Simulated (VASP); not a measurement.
# SnO2 in VASP: further runs

SnO2 is run at these levels: LDA; tasks: single point.

Everything below comes from runs of VASP 6.6.1. Logs are shortened: lines on timing, memory, paths and dates and some standing lists are left out, and cuts for length are marked.

### 1 The cell of the first run

Symmetry: P4_2/mnm, No. 136, tetragonal system. The conventional cell has a = 4.879 Å, b = 4.879 Å, c = 3.186 Å, α = 90.00°, β = 90.00°, γ = 90.00°. Within 2.8 Å of Sn (site symmetry mmm) lie 6 O at 2.08 to 2.11 Å. Within 2.8 Å of O (site symmetry m2m) lie 3 Sn at 2.08 to 2.11 Å and 1 O at 2.68 Å.

### 2 Single point, LDA (equal xx and yy strain of +3 %)

The input, INCAR:

```
SYSTEM = SnO2
ALGO = Normal
EDIFF = 1E-6
ENCUT = 520
GGA = CA
ISIF = 2
ISMEAR = -1
LASPH = .TRUE.
LCHARG = .FALSE.
LREAL = .FALSE.
LWAVE = .FALSE.
NBANDS = 35
NELM = 80
PREC = Accurate
SIGMA = 0.03
```

The input, KPOINTS:

```
k-points
0
G
  4 4 6
  0 0 0
```

The input, POSCAR:

```
SnO2
1.0
    4.8794705000      0.0000000000      0.0000000000
    0.0000000000      4.8794705000      0.0000000000
    0.0000000000      0.0000000000      3.1864000000
Sn O
2 4
Direct
    0.0000000000      0.0000000000      0.0000000000
    0.5000000000      0.5000000000      0.5000000000
    0.3056200000      0.3056200000      0.0000000000
    0.1943800000      0.8056200000      0.5000000000
    0.6943800000      0.6943800000      0.0000000000
    0.8056200000      0.1943800000      0.5000000000
```

Potentials or basis: VASP PAW LDA potentials, release 64 (Sn_d, O).

On the command line:

```sh
$ cat potpaw_LDA.64/Sn_d/POTCAR potpaw_LDA.64/O/POTCAR > POTCAR
$ mpirun -np 1 vasp_std > vasp.out
```

OUTCAR:

```text
SYSTEM = SnO2
   EDIFF = 1E-6
   ENCUT = 520
   GGA = CA
   ISIF = 2
   ISMEAR = -1
   LASPH = .TRUE.
   LREAL = .FALSE.
   NELM = 80
   PREC = Accurate

 ion  position               nearest neighbor table
   1  0.000  0.000  0.000-   4 2.08   6 2.08   4 2.08   6 2.08   5 2.11   3 2.11
   2  0.500  0.500  0.500-   3 2.08   5 2.08   3 2.08   5 2.08   4 2.11   6 2.11
   3  0.306  0.306  0.000-   2 2.08   2 2.08   1 2.11
   4  0.194  0.806  0.500-   1 2.08   1 2.08   2 2.11
   5  0.694  0.694  0.000-   2 2.08   2 2.08   1 2.11
   6  0.806  0.194  0.500-   1 2.08   1 2.08   2 2.11

  LATTYP: Found a simple tetragonal cell.
 ALAT       =     4.8794705000
 C/A-ratio  =     0.6530216752

  Lattice vectors:

 A1 = (   4.8794705000,   0.0000000000,   0.0000000000)
 A2 = (   0.0000000000,   4.8794705000,   0.0000000000)
 A3 = (   0.0000000000,   0.0000000000,   3.1864000000)

Analysis of symmetry for initial positions (statically):
=====================================================================
 Subroutine PRICEL returns:
 Original cell was already a primitive cell.

 Routine SETGRP: Setting up the symmetry group for a
 simple tetragonal supercell.

 Subroutine GETGRP returns: Found 16 space group operations
 (whereof  8 operations were pure point group operations)
 out of a pool of 16 trial point group operations.

The static configuration has the point symmetry D_2h.
 The point group associated with its full space group is D_4h.

Analysis of symmetry for dynamics (positions and initial velocities):
=====================================================================
 Subroutine PRICEL returns:
 Original cell was already a primitive cell.

 Routine SETGRP: Setting up the symmetry group for a
 simple tetragonal supercell.

 Subroutine GETGRP returns: Found 16 space group operations
 (whereof  8 operations were pure point group operations)
 out of a pool of 16 trial point group operations.

The dynamic configuration has the point symmetry D_2h.
 The point group associated with its full space group is D_4h.

 Subroutine INISYM returns: Found 16 space group operations
 (whereof  8 operations are pure point group operations),
 and found     1 'primitive' translations

----------------------------------------------------------------------------------------

                                     Primitive cell

  volume of cell :      75.8657

  direct lattice vectors                    reciprocal lattice vectors
     4.879470500  0.000000000  0.000000000     0.204940270  0.000000000  0.000000000
     0.000000000  4.879470500  0.000000000     0.000000000  0.204940270  0.000000000
     0.000000000  0.000000000  3.186400000     0.000000000  0.000000000  0.313833794

  length of vectors
     4.879470500  4.879470500  3.186400000     0.204940270  0.204940270  0.313833794

  position of ions in fractional coordinates (direct lattice)
     0.000000000  0.000000000  0.000000000
     0.500000000  0.500000000  0.500000000
     0.305620000  0.305620000  0.000000000
     0.194380000  0.805620000  0.500000000
     0.694380000  0.694380000  0.000000000
     0.805620000  0.194380000  0.500000000

  ion indices of the primitive-cell ions
   primitive index   ion index
                 1           1
                 2           2
                 3           3
                 4           4
                 5           5
                 6           6

----------------------------------------------------------------------------------------

 KPOINTS: k-points

Automatic generation of k-mesh.
 Grid dimensions read from file:
 generate k-points for:    4    4    6

 Generating k-lattice:

  Cartesian coordinates                     Fractional coordinates (reciprocal lattice)
     0.051235067  0.000000000  0.000000000     0.250000000  0.000000000  0.000000000
     0.000000000  0.051235067  0.000000000     0.000000000  0.250000000  0.000000000
     0.000000000  0.000000000  0.052305632     0.000000000  0.000000000  0.166666667

  Length of vectors
     0.051235067  0.051235067  0.052305632

  Shift w.r.t. Gamma in fractional coordinates (k-lattice)
     0.000000000  0.000000000  0.000000000

 Subroutine IBZKPT returns following result:
 ===========================================

 Found     24 irreducible k-points:

 Following reciprocal coordinates:
            Coordinates               Weight
  0.000000  0.000000  0.000000      1.000000
  0.250000  0.000000  0.000000      4.000000
  0.500000  0.000000  0.000000      2.000000
  0.250000  0.250000  0.000000      4.000000
  0.500000  0.250000  0.000000      4.000000
  0.500000  0.500000  0.000000      1.000000
[... 16 lines left out ...]
  0.500000  0.250000  0.500000      4.000000
  0.500000  0.500000  0.500000      1.000000
   k-points           NKPTS =     24   k-points in BZ     NKDIM =     24   number of bands    NBANDS=     35
   number of dos      NEDOS =    301   number of ions     NIONS =      6
   total plane-waves  NPLWV =  31104
   dimension x,y,z NGX =    36 NGY =   36 NGZ =   24
   dimension x,y,z NGXF=    72 NGYF=   72 NGZF=   48
   ions per type =               2   4
   NGX,Y,Z   is equivalent  to a cutoff of  12.27, 12.27, 12.52 a.u.
   NGXF,Y,Z  is equivalent  to a cutoff of  24.53, 24.53, 25.04 a.u.
 SYSTEM =  SnO2
   PREC   = accura    normal or accurate (medium, high low for compatibility)
   ISTART =      0    job   : 0-new  1-cont  2-samecut
   ICHARG =      2    charge: 1-file 2-atom 10-const
   ISPIN  =      1    spin polarized calculation?
   LNONCOLLINEAR =      F non collinear calculations
   LSORBIT =      F    spin-orbit coupling
   LASPH  =      T    aspherical Exc in radial PAW
   ENCUT  =  520.0 eV  38.22 Ry    6.18 a.u.   9.07  9.07  5.92*2*pi/ulx,y,z
   NELM   =     80;   NELMIN=  2; NELMDL= -5     # of ELM steps
   EDIFF  = 0.1E-05   stopping-criterion for ELM
   LREAL  =      F    real-space projection
   EDIFFG = 0.1E-04   stopping-criterion for IOM
   NSW    =      0    number of steps for IOM
   IBRION =     -1    ionic relax: 0-MD 1-quasi-New 2-CG
   NFREE  =      0    steps in history (QN), initial steepest desc. (CG)
   ISIF   =      2    stress and relaxation
   ISYM   =      2    0-nonsym 1-usesym 2-fastsym
   POTIM  = 0.5000    time-step for ionic-motion
   TEBEG  =    0.0;   TEEND  =   0.0 temperature during run
   PSTRESS=    0.0 pullay stress
   NELECT =      52.0000    total number of electrons
   NUPDOWN=      -1.0000    fix difference up-down
   EMIN   =  10.00;   EMAX   =-10.00  energy-range for DOS
   EFERMI =   0.00;   METHOD = LEGACY
   ISMEAR =    -1;   SIGMA  =   0.03  broadening in eV -4-tet -1-fermi 0-gaus
   EFERMI_NEDOS =   21; number of points for ismear=-14 and -15
   IALGO  =     38    algorithm
   IMIX   =      4    mixing-type and parameters
     AMIX     =   0.40;   BMIX     =  1.00
     AMIX_MAG =   1.60;   BMIX_MAG =  1.00
  volume/ion in A,a.u.               =      12.64        85.33
  Fermi-wavevector in a.u.,A,eV,Ry     =   1.443424  2.727677 28.347386  2.083474
  Thomas-Fermi vector in A             =   2.561834
   LORBIT       =      0    0 simple, 1 ext, 2 COOP (PROOUT), +10 PAW based schemes
   GGA     = CA    functional components
   LHFCALC =     F    Hartree Fock is set to
   AEXX    =    0.0000 exact exchange contribution
   IVDW    =     0    specifies the selected vdW correction
   LEPSILON=     F    determine dielectric tensor
   LRPA    =     F    only Hartree local field effects (RPA)
 non-spin polarized calculation
  energy-cutoff  :      520.00
  volume of cell :       75.87
 maximum number of plane-waves:      2064
   NGX = 19   NGY = 19   NGZ = 11

 number of electron      51.9999989 magnetization

 Free energy of the ion-electron system (eV)
  ---------------------------------------------------
  ext. energy  EPLUGINS =         0.00000000
  ---------------------------------------------------
  free energy    TOTEN  =       -42.12001653 eV

  energy without entropy =      -42.12001568  energy(sigma->0) =      -42.12001610

 E-fermi :   5.4694     XC(G=0): -11.4850

 val. band max:        5.1794322081   @ k =   0.0000   0.0000   0.0000
 cond. band min:       5.7593325904   @ k =   0.0000   0.0000   0.0000
 fundamental gap:      0.5799003823
 Fermi energy:         5.4694186524

 k-point     1 :       0.0000    0.0000    0.0000
  band No.  band energies     occupation
      1     -15.7723      2.00000
      2     -15.1756      2.00000
      3     -14.9279      2.00000
      4     -14.9022      2.00000
      5     -14.9022      2.00000
      6     -14.8052      2.00000
[... 27 lines left out ...]
     34      16.1975      0.00000
     35      16.9756      0.00000

 k-point     2 :       0.2500    0.0000    0.0000
  band No.  band energies     occupation
      1     -15.6952      2.00000
      2     -15.2629      2.00000
      3     -14.9233      2.00000
      4     -14.8994      2.00000
      5     -14.8993      2.00000
      6     -14.8566      2.00000
[... 27 lines left out ...]
     34      16.3982      0.00000
     35      17.0127      0.00000

 k-point     3 :       0.5000    0.0000    0.0000
  band No.  band energies     occupation
      1     -15.4898      2.00000
      2     -15.4898      2.00000
      3     -14.9056      2.00000
      4     -14.9056      2.00000
      5     -14.8964      2.00000
      6     -14.8964      2.00000
[... 27 lines left out ...]
     34      16.8997      0.00000
     35      17.0731      0.00000

 k-point     4 :       0.2500    0.2500    0.0000
  band No.  band energies     occupation
      1     -15.6509      2.00000
      2     -15.3454      2.00000
      3     -14.9177      2.00000
      4     -14.9030      2.00000
      5     -14.8964      2.00000
      6     -14.8782      2.00000
[... 27 lines left out ...]
     34      16.4693      0.00000
     35      16.9763      0.00000

 k-point     5 :       0.5000    0.2500    0.0000
  band No.  band energies     occupation
      1     -15.5182      2.00000
      2     -15.5182      2.00000
      3     -14.9034      2.00000
      4     -14.9034      2.00000
      5     -14.9003      2.00000
      6     -14.9003      2.00000
[... 638 lines left out ...]
 k-point    22 :       0.2500    0.2500    0.5000
  band No.  band energies     occupation
      1     -15.7287      2.00000
      2     -15.6033      2.00000
      3     -15.1215      2.00000
      4     -14.9188      2.00000
      5     -14.8156      2.00000
      6     -14.8143      2.00000
[... 27 lines left out ...]
     34      16.3487      0.00000
     35      17.0960      0.00000

 k-point    23 :       0.5000    0.2500    0.5000
  band No.  band energies     occupation
      1     -15.6768      2.00000
      2     -15.6768      2.00000
      3     -15.0167      2.00000
      4     -15.0167      2.00000
      5     -14.8142      2.00000
      6     -14.8142      2.00000
[... 27 lines left out ...]
     34      15.8234      0.00000
     35      17.3025      0.00000

 k-point    24 :       0.5000    0.5000    0.5000
  band No.  band energies     occupation
      1     -15.6077      2.00000
      2     -15.6077      2.00000
      3     -15.1258      2.00000
      4     -15.1258      2.00000
      5     -14.8131      2.00000
      6     -14.8131      2.00000
[... 27 lines left out ...]
     34      15.6397      0.00000
     35      17.5213      0.00000

------------------------ aborting loop because EDIFF is reached ----------------------------------------

  FORCE on cell =-STRESS in cart. coord.  units (eV):
  Direction    XX          YY          ZZ          XY          YZ          ZX
  --------------------------------------------------------------------------------------
  -------------------------------------------------------------------------------------
  Total       -5.3069446     -5.3069446     -3.5112723     -0.0000000      0.0000000      0.0000000
  in kB     -112.0751808   -112.0751808    -74.1531157     -0.0000000      0.0000000      0.0000000
  external PRESSURE =     -99.4344925 kB  Pullay stress =       0.0000000 kB

 VOLUME and BASIS-vectors are now :
 -----------------------------------------------------------------------------
  energy-cutoff  :      520.00
  volume of cell :       75.87
      direct lattice vectors                 reciprocal lattice vectors
     4.879470500  0.000000000  0.000000000     0.204940270  0.000000000  0.000000000
     0.000000000  4.879470500  0.000000000     0.000000000  0.204940270  0.000000000
     0.000000000  0.000000000  3.186400000     0.000000000  0.000000000  0.313833794

 POSITION                                       TOTAL-FORCE (eV/Angst)
 -----------------------------------------------------------------------------------
      0.00000      0.00000      0.00000         0.000000      0.000000      0.000000
      2.43974      2.43974      1.59320         0.000000      0.000000      0.000000
      1.49126      1.49126      0.00000         0.146528      0.146528      0.000000
      0.94847      3.93100      1.59320        -0.146528      0.146528      0.000000
      3.38821      3.38821      0.00000        -0.146528     -0.146528     -0.000000
      3.93100      0.94847      1.59320         0.146528     -0.146528     -0.000000
 -----------------------------------------------------------------------------------
    total drift:                                0.000000      0.000000      0.000000

  FREE ENERGIE OF THE ION-ELECTRON SYSTEM (eV)
  ---------------------------------------------------
  free  energy   TOTEN  =       -42.1200165252 eV

  energy  without entropy=      -42.1200156775  energy(sigma->0) =      -42.12001610
```

Wall time 43 s (1 thread of Intel Xeon Platinum 8259CL at 2.50GHz (Skylake/Cascade Lake), shared host); peak memory 0.18 GiB.

Results:

```yaml
Free_energy: -42.1200 eV
Pressure: -9.9 GPa
Largest_force: 0.207 eV/Å
Band_gap_on_the_k_mesh: 0.58 eV, direct
```

Forces on the atoms (eV/Å):
```
Sn   0.000  0.000  0.000
Sn   0.000  0.000  0.000
O    0.147  0.147  0.000
O   -0.147  0.147  0.000
O   -0.147 -0.147  0.000
O    0.147 -0.147  0.000
```

Stress tensor (GPa, compression positive):
```
-11.21   0.00   0.00
  0.00 -11.21   0.00
  0.00   0.00  -7.42
```

Caveat: the cell differs from its parent crystal (equal xx and yy strain of +3 %); spin-orbit coupling is left out, which moves the levels of the heavy elements.

### 3 Single point, LDA (equal xy, yz and zx shear strains of -1 %)

The input, INCAR:

```
  PREC = Accurate
  ENCUT = 520
  EDIFF = 1E-6
  ISMEAR = -1
  SIGMA = 0.03
  LREAL = F
  LASPH = T
  NELM = 60
  ALGO = Normal
  ISIF = 2
  LWAVE = F
  LCHARG = F
  NBANDS = 35
```

The input, KPOINTS:

```
Automatic mesh
0
Gamma
  4 4 6
```

POSCAR, as its differences from that of step 2:

```diff
@@ -2,5 +2,5 @@
 1.0
-    4.8794705000      0.0000000000      0.0000000000
-    0.0000000000      4.8794705000      0.0000000000
-    0.0000000000      0.0000000000      3.1864000000
+    4.7373500000     -0.0236867500     -0.0236867500
+   -0.0236867500      4.7373500000     -0.0236867500
+   -0.0159320000     -0.0159320000      3.1864000000
 Sn O
```

Potentials or basis: VASP PAW LDA potentials, release 64 (Sn_d, O).

On the command line:

```sh
$ cat potpaw_LDA.64/Sn_d/POTCAR potpaw_LDA.64/O/POTCAR > POTCAR
$ mpirun -np 1 vasp_std > vasp.out
```

Run time: 58 s. Hardware: 1 thread of Intel Xeon Platinum 8259CL at 2.50GHz (Skylake/Cascade Lake), shared host; peak memory 0.19 GiB.

Results (log left out):

- Free energy: -42.2695 eV
- Pressure: 0.1 GPa
- Largest force: 0.140 eV/Å
- Band gap on the k mesh: 1.14 eV, direct

Forces on the atoms (eV/Å):
```
Sn   0.000  0.000  0.000
Sn   0.000  0.000  0.000
O    0.056  0.056 -0.116
O   -0.012  0.012  0.000
O   -0.056 -0.056  0.116
O    0.012 -0.012  0.000
```

Stress tensor (GPa, compression positive):
```
-0.26  2.08  1.17
 2.08 -0.26  1.17
 1.17  1.17  0.75
```

Levels at points of the mesh, in eV from the valence-band top:
| k point | band 24 | band 25 | band 26 | band 27 | band 28 | band 29 |
| --- | --- | --- | --- | --- | --- | --- |
| (0.00, 0.00, 0.00) | -0.84 | -0.78 | 0.00 | 1.14 | 5.97 | 6.04 |
| (0.50, 0.00, 0.00) | -1.20 | -0.66 | -0.65 | 4.27 | 4.34 | 6.81 |
| (0.50, 0.50, 0.00) | -1.31 | -0.98 | -0.87 | 4.67 | 4.74 | 7.30 |
| (0.00, 0.00, 0.50) | -1.69 | -1.35 | -1.21 | 5.99 | 6.02 | 9.45 |
| (0.50, 0.00, 0.50) | -1.09 | -0.76 | -0.71 | 6.25 | 6.31 | 7.74 |
| (0.50, 0.50, 0.50) | -0.97 | -0.91 | -0.79 | 4.61 | 4.68 | 8.58 |

Caveat: the cell differs from its parent crystal (equal xy, yz and zx shear strains of -1 %); spin-orbit coupling is left out, which moves the levels of the heavy elements.
